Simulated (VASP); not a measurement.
# CaO (Lime) (Fm-3m) in VASP: a series of runs

CaO (Lime) is run at these levels: PBEsol; tasks: single point.

All numbers are computed with VASP 6.6.1; they aren't measurements. Logs are shortened: lines on timing, memory, paths and dates and some standing lists are left out, and cuts for length are marked.

## (1) The cell of the first run

It takes space group Fm-3m (No. 225, cubic). The conventional cell has a = 4.495 Å, b = 4.495 Å, c = 4.495 Å, α = 90.00°, β = 90.00°, γ = 90.00°. Ca (site symmetry m-3m) has 6 O at 2.25 Å within 3.0 Å. Within 3.0 Å of O (site symmetry m-3m) lie 6 Ca at 2.25 Å.

## (2) Single point, PBEsol

The input, INCAR:

```
PREC     = Accurate       # precision mode
ENCUT    = 520            # plane-wave cutoff, eV
EDIFF    = 1E-6           # SCF threshold, eV
ISMEAR   = 0              # smearing method
SIGMA    = 0.01           # smearing width, eV
LREAL    = False          # projectors in reciprocal space
LASPH    = True           # aspherical terms in the spheres
NELM     = 100            # most SCF steps
ALGO     = Normal         # electronic algorithm
ISIF     = 2              # what is computed and relaxed
LWAVE    = False          # write WAVECAR
LCHARG   = False          # write CHGCAR
GGA      = PS             # functional
NBANDS   = 15             # bands
```

The input, KPOINTS:

```
regular mesh
0
Gamma
  7 7 7
```

The input, POSCAR:

```
CaO
1.0
    0.0000000000      2.2474641164      2.2474641164
    2.2474641164      0.0000000000      2.2474641164
    2.2474641164      2.2474641164      0.0000000000
Ca O
1 1
Direct
    0.0000000000      0.0000000000      0.0000000000
    0.5000000000      0.5000000000      0.5000000000
```

Potentials or basis: VASP PAW PBE potentials, release 64 (Ca_sv, O).

Command:

```bash
$ cat potpaw_PBE.64/Ca_sv/POTCAR potpaw_PBE.64/O/POTCAR > POTCAR
$ mpirun -np 1 vasp_std > vasp.out
```

OUTCAR:

```text
PREC = Accurate
   ENCUT = 520
   EDIFF = 1E-6
   ISMEAR = 0
   LREAL = False
   LASPH = True
   NELM = 100
   ISIF = 2
   GGA = PS

 ion  position               nearest neighbor table
   1  0.000  0.000  0.000-   2 2.25   2 2.25   2 2.25   2 2.25   2 2.25   2 2.25
   2  0.500  0.500  0.500-   1 2.25   1 2.25   1 2.25   1 2.25   1 2.25   1 2.25

  LATTYP: Found a face centered cubic cell.
 ALAT       =     4.4949282328

  Lattice vectors:

 A1 = (   0.0000000000,   2.2474641164,   2.2474641164)
 A2 = (   2.2474641164,   0.0000000000,   2.2474641164)
 A3 = (   2.2474641164,   2.2474641164,   0.0000000000)

Analysis of symmetry for initial positions (statically):
=====================================================================
 Subroutine PRICEL returns:
 Original cell was already a primitive cell.

 Routine SETGRP: Setting up the symmetry group for a
 face centered cubic supercell.

 Subroutine GETGRP returns: Found 48 space group operations
 (whereof 48 operations were pure point group operations)
 out of a pool of 48 trial point group operations.

The static configuration has the point symmetry O_h .

Analysis of symmetry for dynamics (positions and initial velocities):
=====================================================================
 Subroutine PRICEL returns:
 Original cell was already a primitive cell.

 Routine SETGRP: Setting up the symmetry group for a
 face centered cubic supercell.

 Subroutine GETGRP returns: Found 48 space group operations
 (whereof 48 operations were pure point group operations)
 out of a pool of 48 trial point group operations.

The dynamic configuration has the point symmetry O_h .

 Subroutine INISYM returns: Found 48 space group operations
 (whereof 48 operations are pure point group operations),
 and found     1 'primitive' translations

----------------------------------------------------------------------------------------

                                     Primitive cell

  volume of cell :      22.7043

  direct lattice vectors                    reciprocal lattice vectors
     0.000000000  2.247464116  2.247464116    -0.222472962  0.222472962  0.222472962
     2.247464116  0.000000000  2.247464116     0.222472962 -0.222472962  0.222472962
     2.247464116  2.247464116  0.000000000     0.222472962  0.222472962 -0.222472962

  length of vectors
     3.178394234  3.178394234  3.178394234     0.385334474  0.385334474  0.385334474

  position of ions in fractional coordinates (direct lattice)
     0.000000000  0.000000000  0.000000000
     0.500000000  0.500000000  0.500000000

  ion indices of the primitive-cell ions
   primitive index   ion index
                 1           1
                 2           2

----------------------------------------------------------------------------------------

 KPOINTS: regular mesh

Automatic generation of k-mesh.
 Grid dimensions read from file:
 generate k-points for:    7    7    7

 Generating k-lattice:

  Cartesian coordinates                     Fractional coordinates (reciprocal lattice)
    -0.031781852  0.031781852  0.031781852     0.142857143  0.000000000  0.000000000
     0.031781852 -0.031781852  0.031781852     0.000000000  0.142857143  0.000000000
     0.031781852  0.031781852 -0.031781852     0.000000000  0.000000000  0.142857143

  Length of vectors
     0.055047782  0.055047782  0.055047782

  Shift w.r.t. Gamma in fractional coordinates (k-lattice)
     0.000000000  0.000000000  0.000000000

 Subroutine IBZKPT returns following result:
 ===========================================

 Found     20 irreducible k-points:

 Following reciprocal coordinates:
            Coordinates               Weight
  0.000000  0.000000  0.000000      1.000000
  0.142857  0.000000  0.000000      8.000000
  0.285714  0.000000  0.000000      8.000000
  0.428571  0.000000  0.000000      8.000000
  0.142857  0.142857  0.000000      6.000000
  0.285714  0.142857  0.000000     24.000000
[... 12 lines left out ...]
 -0.428571  0.428571  0.142857     24.000000
 -0.285714  0.428571  0.142857     24.000000
   k-points           NKPTS =     20   k-points in BZ     NKDIM =     20   number of bands    NBANDS=     15
   number of dos      NEDOS =    301   number of ions     NIONS =      2
   total plane-waves  NPLWV =  13824
   dimension x,y,z NGX =    24 NGY =   24 NGZ =   24
   dimension x,y,z NGXF=    48 NGYF=   48 NGZF=   48
   ions per type =               1   1
   NGX,Y,Z   is equivalent  to a cutoff of  12.55, 12.55, 12.55 a.u.
   NGXF,Y,Z  is equivalent  to a cutoff of  25.11, 25.11, 25.11 a.u.
 SYSTEM =  unknown system
   PREC   = accura    normal or accurate (medium, high low for compatibility)
   ISTART =      0    job   : 0-new  1-cont  2-samecut
   ICHARG =      2    charge: 1-file 2-atom 10-const
   ISPIN  =      1    spin polarized calculation?
   LNONCOLLINEAR =      F non collinear calculations
   LSORBIT =      F    spin-orbit coupling
   LASPH  =      T    aspherical Exc in radial PAW
   ENCUT  =  520.0 eV  38.22 Ry    6.18 a.u.   5.91  5.91  5.91*2*pi/ulx,y,z
   NELM   =    100;   NELMIN=  2; NELMDL= -5     # of ELM steps
   EDIFF  = 0.1E-05   stopping-criterion for ELM
   LREAL  =      F    real-space projection
   EDIFFG = 0.1E-04   stopping-criterion for IOM
   NSW    =      0    number of steps for IOM
   IBRION =     -1    ionic relax: 0-MD 1-quasi-New 2-CG
   NFREE  =      0    steps in history (QN), initial steepest desc. (CG)
   ISIF   =      2    stress and relaxation
   ISYM   =      2    0-nonsym 1-usesym 2-fastsym
   POTIM  = 0.5000    time-step for ionic-motion
   TEBEG  =    0.0;   TEEND  =   0.0 temperature during run
   PSTRESS=    0.0 pullay stress
   NELECT =      16.0000    total number of electrons
   NUPDOWN=      -1.0000    fix difference up-down
   EMIN   =  10.00;   EMAX   =-10.00  energy-range for DOS
   EFERMI =   0.00;   METHOD = LEGACY
   ISMEAR =     0;   SIGMA  =   0.01  broadening in eV -4-tet -1-fermi 0-gaus
   EFERMI_NEDOS =   21; number of points for ismear=-14 and -15
   IALGO  =     38    algorithm
   IMIX   =      4    mixing-type and parameters
     AMIX     =   0.40;   BMIX     =  1.00
     AMIX_MAG =   1.60;   BMIX_MAG =  1.00
  volume/ion in A,a.u.               =      11.35        76.61
  Fermi-wavevector in a.u.,A,eV,Ry     =   1.456841  2.753030 28.876798  2.122385
  Thomas-Fermi vector in A             =   2.573712
   LORBIT       =      0    0 simple, 1 ext, 2 COOP (PROOUT), +10 PAW based schemes
   GGA     = PS    functional components
   LHFCALC =     F    Hartree Fock is set to
   AEXX    =    0.0000 exact exchange contribution
   IVDW    =     0    specifies the selected vdW correction
   LEPSILON=     F    determine dielectric tensor
   LRPA    =     F    only Hartree local field effects (RPA)
 non-spin polarized calculation
 Gauss-broadening in eV      SIGMA  =   0.01
  energy-cutoff  :      520.00
  volume of cell :       22.70
 maximum number of plane-waves:       623
   NGX = 11   NGY = 11   NGZ = 11

 number of electron      16.0000002 magnetization

 Free energy of the ion-electron system (eV)
  ---------------------------------------------------
  ext. energy  EPLUGINS =         0.00000000
  ---------------------------------------------------
  free energy    TOTEN  =       -13.02815890 eV

  energy without entropy =      -13.02815890  energy(sigma->0) =      -13.02815890

 E-fermi :   3.5758     XC(G=0): -11.7755

 val. band max:        3.4795022396   @ k =   0.0000   0.0000   0.0000
 cond. band min:       6.9226849249   @ k =   0.4286   0.4286   0.0000
 fundamental gap:      3.4431826853
 Fermi energy:         3.5757551580

 k-point     1 :       0.0000    0.0000    0.0000
  band No.  band energies     occupation
      1     -33.2090      2.00000
      2     -13.8185      2.00000
      3     -13.8185      2.00000
      4     -13.8185      2.00000
      5     -12.3580      2.00000
      6       3.4795      2.00000
      7       3.4795      2.00000
      8       3.4795      2.00000
      9       9.8574      0.00000
     10      10.0711      0.00000
     11      10.0711      0.00000
     12      10.0711      0.00000
     13      12.0020      0.00000
     14      12.0020      0.00000
     15      19.5206      0.00000

 k-point     2 :       0.1429    0.0000    0.0000
  band No.  band energies     occupation
      1     -33.1615      2.00000
      2     -14.5668      2.00000
      3     -13.8353      2.00000
      4     -13.8353      2.00000
      5     -11.6227      2.00000
      6       2.7009      2.00000
      7       3.0859      2.00000
      8       3.0859      2.00000
      9      10.0220      0.00000
     10      10.5178      0.00000
     11      10.5178      0.00000
     12      10.8062      0.00000
     13      12.6728      0.00000
     14      12.6728      0.00000
     15      20.5945      0.00000

 k-point     3 :       0.2857    0.0000    0.0000
  band No.  band energies     occupation
      1     -33.0528      2.00000
      2     -15.5389      2.00000
      3     -13.8723      2.00000
      4     -13.8723      2.00000
      5     -10.6744      2.00000
      6       1.3185      2.00000
      7       2.3449      2.00000
      8       2.3449      2.00000
      9      10.3681      0.00000
     10      11.6490      0.00000
     11      11.6490      0.00000
     12      12.5486      0.00000
     13      14.1532      0.00000
     14      14.1532      0.00000
     15      21.3903      0.00000

 k-point     4 :       0.4286    0.0000    0.0000
  band No.  band energies     occupation
      1     -32.9634      2.00000
      2     -16.1151      2.00000
      3     -13.9012      2.00000
      4     -13.9012      2.00000
      5     -10.1087      2.00000
      6       0.3912      2.00000
      7       1.8447      2.00000
      8       1.8447      2.00000
      9      11.2240      0.00000
     10      12.7605      0.00000
     11      12.7605      0.00000
     12      13.4149      0.00000
     13      15.4876      0.00000
     14      15.4876      0.00000
     15      20.6642      0.00000
[... 235 lines left out ...]
 k-point    18 :      -0.4286    0.2857    0.1429
  band No.  band energies     occupation
      1     -32.9131      2.00000
      2     -15.6297      2.00000
      3     -14.3657      2.00000
      4     -14.1000      2.00000
      5     -10.7440      2.00000
      6       1.2313      2.00000
      7       2.0781      2.00000
      8       2.3998      2.00000
      9      10.0488      0.00000
     10      11.5761      0.00000
     11      13.4925      0.00000
     12      13.7221      0.00000
     13      15.2797      0.00000
     14      17.4806      0.00000
     15      20.2919      0.00000

 k-point    19 :      -0.4286    0.4286    0.1429
  band No.  band energies     occupation
      1     -32.8878      2.00000
      2     -15.1500      2.00000
      3     -14.4431      2.00000
      4     -14.3949      2.00000
      5     -11.3995      2.00000
      6       2.0455      2.00000
      7       2.4069      2.00000
      8       2.7743      2.00000
      9       8.3047      0.00000
     10      12.5111      0.00000
     11      13.3731      0.00000
     12      14.2686      0.00000
     13      14.5138      0.00000
     14      17.6842      0.00000
     15      20.3088      0.00000

 k-point    20 :      -0.2857    0.4286    0.1429
  band No.  band energies     occupation
      1     -32.8794      2.00000
      2     -15.1569      2.00000
      3     -14.7116      2.00000
      4     -14.3300      2.00000
      5     -11.0968      2.00000
      6       1.7177      2.00000
      7       2.4183      2.00000
      8       2.4219      2.00000
      9       9.7718      0.00000
     10      11.0951      0.00000
     11      13.4958      0.00000
     12      14.1785      0.00000
     13      15.0951      0.00000
     14      19.5091      0.00000
     15      19.8831      0.00000

------------------------ aborting loop because EDIFF is reached ----------------------------------------

  FORCE on cell =-STRESS in cart. coord.  units (eV):
  Direction    XX          YY          ZZ          XY          YZ          ZX
  --------------------------------------------------------------------------------------
  -------------------------------------------------------------------------------------
  Total        4.4452086      4.4452086      4.4452086      0.0000000      0.0000000      0.0000000
  in kB      313.6854914    313.6854914    313.6854914      0.0000000      0.0000000      0.0000000
  external PRESSURE =     313.6854914 kB  Pullay stress =       0.0000000 kB

 VOLUME and BASIS-vectors are now :
 -----------------------------------------------------------------------------
  energy-cutoff  :      520.00
  volume of cell :       22.70
      direct lattice vectors                 reciprocal lattice vectors
     0.000000000  2.247464116  2.247464116    -0.222472962  0.222472962  0.222472962
     2.247464116  0.000000000  2.247464116     0.222472962 -0.222472962  0.222472962
     2.247464116  2.247464116  0.000000000     0.222472962  0.222472962 -0.222472962

 POSITION                                       TOTAL-FORCE (eV/Angst)
 -----------------------------------------------------------------------------------
      0.00000      0.00000      0.00000         0.000000      0.000000      0.000000
      2.24746      2.24746      2.24746        -0.000000     -0.000000     -0.000000
 -----------------------------------------------------------------------------------
    total drift:                                0.000000     -0.000000     -0.000000

  FREE ENERGIE OF THE ION-ELECTRON SYSTEM (eV)
  ---------------------------------------------------
  free  energy   TOTEN  =       -13.0281589030 eV

  energy  without entropy=      -13.0281589030  energy(sigma->0) =      -13.02815890
```

Wall time 8.4 s (1 thread of AMD EPYC 7R43 (Zen 3), shared host); peak memory 0.1 GiB.

Results:

```yaml
Free_energy: -13.0282 eV
Pressure: 31.4 GPa
Band_gap_on_the_k_mesh: 3.44 eV, indirect (least direct gap 3.74 eV)
```

Levels at points of the mesh, in eV from the valence-band top:
```
           k point  band 6  band 7  band 8  band 9  band 10  band 11
(0.00, 0.00, 0.00)    0.00    0.00    0.00    6.38     6.59     6.59
```

Caveat: the PAW data sets were made with another functional, which shifts forces and pressure a little.

[end of part 1 of 3]
